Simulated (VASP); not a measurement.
# PbS (Fm-3m) in VASP: single point with PBE+D3(BJ)

Aim: the single point of PbS with PBE+D3(BJ).

Everything below comes from runs of VASP 6.6.1. Logs are shortened: lines on timing, memory, paths and dates and some standing lists are left out, and cuts for length are marked.

## 1. The cell of the first run

Symmetry: Fm-3m, No. 225, cubic system. Conventional cell: a = 5.936 Å, b = 5.936 Å, c = 5.936 Å, α = 90.00°, β = 90.00°, γ = 90.00°. Pb (site symmetry m-3m) has 6 S at 2.97 Å within 3.9 Å. S (site symmetry m-3m) has 6 Pb at 2.97 Å within 3.9 Å.

## 2. Single point, PBE+D3(BJ)

The input, POSCAR:

```
PbS
1.0
    0.0000000000      2.9679283527      2.9679283527
    2.9679283527      0.0000000000      2.9679283527
    2.9679283527      2.9679283527      0.0000000000
Pb S
1 1
Direct
    0.0000000000      0.0000000000      0.0000000000
    0.5000000000      0.5000000000      0.5000000000
```

The input, INCAR.step1:

```
ALGO = Normal
EDIFF = 1E-7
ENCUT = 520
GGA = PE
ISIF = 2
ISMEAR = 0
IVDW = 12
LASPH = True
LCHARG = True
LREAL = False
LWAVE = False
NBANDS = 17
NELM = 60
PREC = Accurate
SIGMA = 0.02
```

The input, KPOINTS.step1:

```
k-points
0
Gamma
  10 10 10
```

The input, INCAR.step2:

```
ALGO = Normal
EDIFF = 1E-7
ENCUT = 520
GGA = PE
ICHARG = 11
ISIF = 2
ISMEAR = -5
IVDW = 12
LASPH = True
LCHARG = False
LORBIT = 10
LREAL = False
LWAVE = False
NBANDS = 17
NEDOS = 2001
NELM = 60
PREC = Accurate
SIGMA = 0.02
```

The input, KPOINTS.step2:

```
k-points
0
Gamma
  15 15 15
```

Potentials or basis: VASP PAW PBE potentials, release 64 (Pb_d, S).

Started as:

```
$ cat potpaw_PBE.64/Pb_d/POTCAR potpaw_PBE.64/S/POTCAR > POTCAR
$ cp INCAR.step1 INCAR
$ cp KPOINTS.step1 KPOINTS
$ mpirun -np 1 vasp_std > vasp.out
$ cp INCAR.step2 INCAR
$ cp KPOINTS.step2 KPOINTS
$ mpirun -np 1 vasp_std > vasp.out
```

OUTCAR:

```text
EDIFF = 1E-7
   ENCUT = 520
   GGA = PE
   ICHARG = 11
   ISIF = 2
   ISMEAR = -5
   IVDW = 12
   LASPH = True
   LORBIT = 10
   LREAL = False
   NELM = 60
   PREC = Accurate
 IVDW          = 12

 ion  position               nearest neighbor table
   1  0.000  0.000  0.000-   2 2.97   2 2.97   2 2.97   2 2.97   2 2.97   2 2.97
   2  0.500  0.500  0.500-   1 2.97   1 2.97   1 2.97   1 2.97   1 2.97   1 2.97

  LATTYP: Found a face centered cubic cell.
 ALAT       =     5.9358567054

  Lattice vectors:

 A1 = (   0.0000000000,   2.9679283527,   2.9679283527)
 A2 = (   2.9679283527,   0.0000000000,   2.9679283527)
 A3 = (   2.9679283527,   2.9679283527,   0.0000000000)

Analysis of symmetry for initial positions (statically):
=====================================================================
 Subroutine PRICEL returns:
 Original cell was already a primitive cell.

 Routine SETGRP: Setting up the symmetry group for a
 face centered cubic supercell.

 Subroutine GETGRP returns: Found 48 space group operations
 (whereof 48 operations were pure point group operations)
 out of a pool of 48 trial point group operations.

The static configuration has the point symmetry O_h .

Analysis of symmetry for dynamics (positions and initial velocities):
=====================================================================
 Subroutine PRICEL returns:
 Original cell was already a primitive cell.

 Routine SETGRP: Setting up the symmetry group for a
 face centered cubic supercell.

 Subroutine GETGRP returns: Found 48 space group operations
 (whereof 48 operations were pure point group operations)
 out of a pool of 48 trial point group operations.

The dynamic configuration has the point symmetry O_h .

 Subroutine INISYM returns: Found 48 space group operations
 (whereof 48 operations are pure point group operations),
 and found     1 'primitive' translations

----------------------------------------------------------------------------------------

                                     Primitive cell

  volume of cell :      52.2866

  direct lattice vectors                    reciprocal lattice vectors
     0.000000000  2.967928353  2.967928353    -0.168467679  0.168467679  0.168467679
     2.967928353  0.000000000  2.967928353     0.168467679 -0.168467679  0.168467679
     2.967928353  2.967928353  0.000000000     0.168467679  0.168467679 -0.168467679

  length of vectors
     4.197284529  4.197284529  4.197284529     0.291794579  0.291794579  0.291794579

  position of ions in fractional coordinates (direct lattice)
     0.000000000  0.000000000  0.000000000
     0.500000000  0.500000000  0.500000000

  ion indices of the primitive-cell ions
   primitive index   ion index
                 1           1
                 2           2

----------------------------------------------------------------------------------------

 KPOINTS: k-points

Automatic generation of k-mesh.
 Grid dimensions read from file:
 generate k-points for:   15   15   15

 Generating k-lattice:

  Cartesian coordinates                     Fractional coordinates (reciprocal lattice)
    -0.011231179  0.011231179  0.011231179     0.066666667  0.000000000  0.000000000
     0.011231179 -0.011231179  0.011231179     0.000000000  0.066666667  0.000000000
     0.011231179  0.011231179 -0.011231179     0.000000000  0.000000000  0.066666667

  Length of vectors
     0.019452972  0.019452972  0.019452972

  Shift w.r.t. Gamma in fractional coordinates (k-lattice)
     0.000000000  0.000000000  0.000000000

 TETIRR: Found    484 inequivalent tetrahedra from    20250

 Subroutine IBZKPT returns following result:
 ===========================================

 Found    120 irreducible k-points:

 Following reciprocal coordinates:
            Coordinates               Weight
  0.000000  0.000000  0.000000      1.000000
  0.066667  0.000000  0.000000      8.000000
  0.133333  0.000000  0.000000      8.000000
  0.200000  0.000000  0.000000      8.000000
  0.266667  0.000000  0.000000      8.000000
  0.333333  0.000000  0.000000      8.000000
[... 16 lines left out ...]
  0.133333  0.133333  0.000000      6.000000
  0.200000  0.133333  0.000000     24.000000
 [... further k-points ...]
   k-points           NKPTS =    120   k-points in BZ     NKDIM =    120   number of bands    NBANDS=     17
   number of dos      NEDOS =   2001   number of ions     NIONS =      2
   total plane-waves  NPLWV =  32768
   dimension x,y,z NGX =    32 NGY =   32 NGZ =   32
   dimension x,y,z NGXF=    64 NGYF=   64 NGZF=   64
   ions per type =               1   1
   NGX,Y,Z   is equivalent  to a cutoff of  12.67, 12.67, 12.67 a.u.
   NGXF,Y,Z  is equivalent  to a cutoff of  25.35, 25.35, 25.35 a.u.
 SYSTEM =  unknown system
   PREC   = accura    normal or accurate (medium, high low for compatibility)
   ISTART =      0    job   : 0-new  1-cont  2-samecut
   ICHARG =     11    charge: 1-file 2-atom 10-const
   ISPIN  =      1    spin polarized calculation?
   LNONCOLLINEAR =      F non collinear calculations
   LSORBIT =      F    spin-orbit coupling
   LASPH  =      T    aspherical Exc in radial PAW
   ENCUT  =  520.0 eV  38.22 Ry    6.18 a.u.   7.80  7.80  7.80*2*pi/ulx,y,z
   NELM   =     60;   NELMIN=  2; NELMDL=  0     # of ELM steps
   EDIFF  = 0.1E-06   stopping-criterion for ELM
   LREAL  =      F    real-space projection
   EDIFFG = 0.1E-05   stopping-criterion for IOM
   NSW    =      0    number of steps for IOM
   IBRION =     -1    ionic relax: 0-MD 1-quasi-New 2-CG
   NFREE  =      0    steps in history (QN), initial steepest desc. (CG)
   ISIF   =      2    stress and relaxation
   ISYM   =      2    0-nonsym 1-usesym 2-fastsym
   POTIM  = 0.5000    time-step for ionic-motion
   TEBEG  =    0.0;   TEEND  =   0.0 temperature during run
   PSTRESS=    0.0 pullay stress
   NELECT =      20.0000    total number of electrons
   NUPDOWN=      -1.0000    fix difference up-down
   EMIN   =  10.00;   EMAX   =-10.00  energy-range for DOS
   EFERMI =   0.00;   METHOD = LEGACY
   ISMEAR =    -5;   SIGMA  =   0.02  broadening in eV -4-tet -1-fermi 0-gaus
   EFERMI_NEDOS =   21; number of points for ismear=-14 and -15
   IALGO  =     38    algorithm
   IMIX   =      4    mixing-type and parameters
     AMIX     =   0.40;   BMIX     =  1.00
     AMIX_MAG =   1.60;   BMIX_MAG =  1.00
  volume/ion in A,a.u.               =      26.14       176.42
  Fermi-wavevector in a.u.,A,eV,Ry     =   1.188378  2.245710 19.214736  1.412243
  Thomas-Fermi vector in A             =   2.324509
   LORBIT       =     10    0 simple, 1 ext, 2 COOP (PROOUT), +10 PAW based schemes
   GGA     = PE    functional components
   LHFCALC =     F    Hartree Fock is set to
   AEXX    =    0.0000 exact exchange contribution
   IVDW    =    12    specifies the selected vdW correction
   LEPSILON=     F    determine dielectric tensor
   LRPA    =     F    only Hartree local field effects (RPA)
 non-spin polarized calculation
 Fermi weights with tetrahedron method with Bloechl corrections
  energy-cutoff  :      520.00
  volume of cell :       52.29
 maximum number of plane-waves:      1422

 number of electron      19.9999998 magnetization

 Free energy of the ion-electron system (eV)
  ---------------------------------------------------
  ext. energy  EPLUGINS =         0.00000000
  ---------------------------------------------------
  free energy    TOTEN  =        -8.75706533 eV

  energy without entropy =       -8.75706533  energy(sigma->0) =       -8.75706533

 E-fermi :   5.7110     XC(G=0):  -9.6717

 val. band max:        5.7101898699   @ k =   0.4667   0.0000   0.0000
 cond. band min:       6.2612855696   @ k =   0.4667   0.0000   0.0000
 fundamental gap:      0.5510956997
 Fermi energy:         5.7109742551

 k-point     1 :       0.0000    0.0000    0.0000
  band No.  band energies     occupation
      1     -11.0255      2.00000
      2     -11.0255      2.00000
      3     -11.0255      2.00000
      4     -11.0134      2.00000
      5     -11.0134      2.00000
      6      -7.7835      2.00000
[... 9 lines left out ...]
     16      12.5299      0.00000
     17      14.4597      0.00000

 k-point     2 :       0.0667    0.0000    0.0000
  band No.  band energies     occupation
      1     -11.0253      2.00000
      2     -11.0243      2.00000
      3     -11.0243      2.00000
      4     -11.0139      2.00000
      5     -11.0139      2.00000
      6      -7.7453      2.00000
[... 9 lines left out ...]
     16      12.6527      0.00000
     17      14.8807      0.00000

 k-point     3 :       0.1333    0.0000    0.0000
  band No.  band energies     occupation
      1     -11.0247      2.00000
      2     -11.0235      2.00000
      3     -11.0235      2.00000
      4     -11.0129      2.00000
      5     -11.0129      2.00000
      6      -7.6329      2.00000
[... 9 lines left out ...]
     16      12.9428      0.00000
     17      15.7918      0.00000

 k-point     4 :       0.2000    0.0000    0.0000
  band No.  band energies     occupation
      1     -11.0271      2.00000
      2     -11.0271      2.00000
      3     -11.0239      2.00000
      4     -11.0066      2.00000
      5     -11.0066      2.00000
      6      -7.4532      2.00000
[... 9 lines left out ...]
     16      13.3576      0.00000
     17      16.9571      0.00000

 k-point     5 :       0.2667    0.0000    0.0000
  band No.  band energies     occupation
      1     -11.0328      2.00000
      2     -11.0328      2.00000
      3     -11.0232      2.00000
      4     -10.9978      2.00000
      5     -10.9978      2.00000
      6      -7.2205      2.00000
[... 9 lines left out ...]
     16      13.8942      0.00000
     17      17.9127      0.00000

 k-point     6 :       0.3333    0.0000    0.0000
  band No.  band energies     occupation
      1     -11.0385      2.00000
      2     -11.0385      2.00000
      3     -11.0228      2.00000
      4     -10.9891      2.00000
      5     -10.9891      2.00000
      6      -6.9610      2.00000
[... 9 lines left out ...]
     16      14.5371      0.00000
     17      18.0466      0.00000

 k-point     7 :       0.4000    0.0000    0.0000
  band No.  band energies     occupation
      1     -11.0430      2.00000
      2     -11.0430      2.00000
      3     -11.0225      2.00000
      4     -10.9822      2.00000
      5     -10.9822      2.00000
      6      -6.7206      2.00000
[... 9 lines left out ...]
     16      15.2368      0.00000
     17      17.2490      0.00000

 k-point     8 :       0.4667    0.0000    0.0000
  band No.  band energies     occupation
      1     -11.0455      2.00000
      2     -11.0455      2.00000
      3     -11.0223      2.00000
      4     -10.9784      2.00000
      5     -10.9784      2.00000
      6      -6.5683      2.00000
[... 9 lines left out ...]
     16      15.8189      0.00000
     17      16.4765      0.00000
[... 203 lines left out ...]
      1     -11.0351      2.00000
      2     -11.0350      2.00000
      3     -11.0226      2.00000
      4     -10.9989      2.00000
      5     -10.9917      2.00000
      6      -7.1040      2.00000
[... 9 lines left out ...]
     16      14.7298      0.00000
     17      17.4099      0.00000

 k-point    20 :      -0.2000    0.0667    0.0000
  band No.  band energies     occupation
      1     -11.0291      2.00000
      2     -11.0287      2.00000
      3     -11.0237      2.00000
      4     -11.0082      2.00000
      5     -10.9996      2.00000
      6      -7.3480      2.00000
[... 9 lines left out ...]
     16      14.0998      0.00000
     17      16.3806      0.00000

 k-point    21 :      -0.1333    0.0667    0.0000
  band No.  band energies     occupation
      1     -11.0251      2.00000
      2     -11.0236      2.00000
      3     -11.0234      2.00000
      4     -11.0160      2.00000
      5     -11.0070      2.00000
      6      -7.5466      2.00000
[... 9 lines left out ...]
     16      13.5535      0.00000
     17      15.4978      0.00000

 k-point    22 :      -0.0667    0.0667    0.0000
  band No.  band energies     occupation
      1     -11.0255      2.00000
      2     -11.0226      2.00000
      3     -11.0225      2.00000
      4     -11.0170      2.00000
      5     -11.0118      2.00000
      6      -7.6821      2.00000
[... 9 lines left out ...]
     16      13.0887      0.00000
     17      15.1281      0.00000

 k-point    23 :       0.1333    0.1333    0.0000
  band No.  band energies     occupation
      1     -11.0297      2.00000
      2     -11.0275      2.00000
      3     -11.0159      2.00000
      4     -11.0159      2.00000
      5     -11.0091      2.00000
      6      -7.5799      2.00000
[... 9 lines left out ...]
     16      13.7973      0.00000
     17      15.1411      0.00000

 k-point    24 :       0.2000    0.1333    0.0000
  band No.  band energies     occupation
      1     -11.0362      2.00000
      2     -11.0306      2.00000
      3     -11.0147      2.00000
      4     -11.0108      2.00000
      5     -11.0039      2.00000
      6      -7.4443      2.00000
[... 9 lines left out ...]
     16      14.2344      0.00000
     17      15.7483      0.00000

 [... further k-points ...]

------------------------ aborting loop because EDIFF is reached ----------------------------------------

 Edisp (eV)   -0.69285

 E8    (eV) :    -0.3120

  FORCE on cell =-STRESS in cart. coord.  units (eV):
  Direction    XX          YY          ZZ          XY          YZ          ZX
  --------------------------------------------------------------------------------------
  -------------------------------------------------------------------------------------
  Total      -0.03936    -0.03936    -0.03936     0.00000    -0.00000     0.00000
  in kB      -1.20599    -1.20599    -1.20599     0.00000    -0.00000     0.00000
  external pressure =       -1.21 kB  Pullay stress =        0.00 kB

 VOLUME and BASIS-vectors are now :
 -----------------------------------------------------------------------------
  energy-cutoff  :      520.00
  volume of cell :       52.29
      direct lattice vectors                 reciprocal lattice vectors
     0.000000000  2.967928353  2.967928353    -0.168467679  0.168467679  0.168467679
     2.967928353  0.000000000  2.967928353     0.168467679 -0.168467679  0.168467679
     2.967928353  2.967928353  0.000000000     0.168467679  0.168467679 -0.168467679

 POSITION                                       TOTAL-FORCE (eV/Angst)
 -----------------------------------------------------------------------------------
      0.00000      0.00000      0.00000         0.000000     -0.000000     -0.000000
      2.96793      2.96793      2.96793        -0.000000      0.000000      0.000000
 -----------------------------------------------------------------------------------
    total drift:                                0.000000     -0.000000     -0.000000

  FREE ENERGIE OF THE ION-ELECTRON SYSTEM (eV)
  ---------------------------------------------------
  free  energy   TOTEN  =        -9.4499121782 eV

  energy  without entropy=       -9.4499121782  energy(sigma->0) =       -9.44991218

 total charge

# of ion       s       p       d       tot
------------------------------------------
    1        1.489   0.504   9.846  11.839
    2        1.350   2.341   0.000   3.690
--------------------------------------------------
tot          2.839   2.844   9.846  15.529
```

Wall time 1.9 min (1 thread of AMD EPYC 7R13, shared host); peak memory 0.22 GiB.

Results:

| Property | Result |
| --- | --- |
| Valence electrons inside the program's atomic spheres | Pb 11.84; S 3.69 |
| Dispersion energy per atom | -0.346 eV |

Caveat: spin-orbit coupling is left out, which moves the levels of the heavy elements.
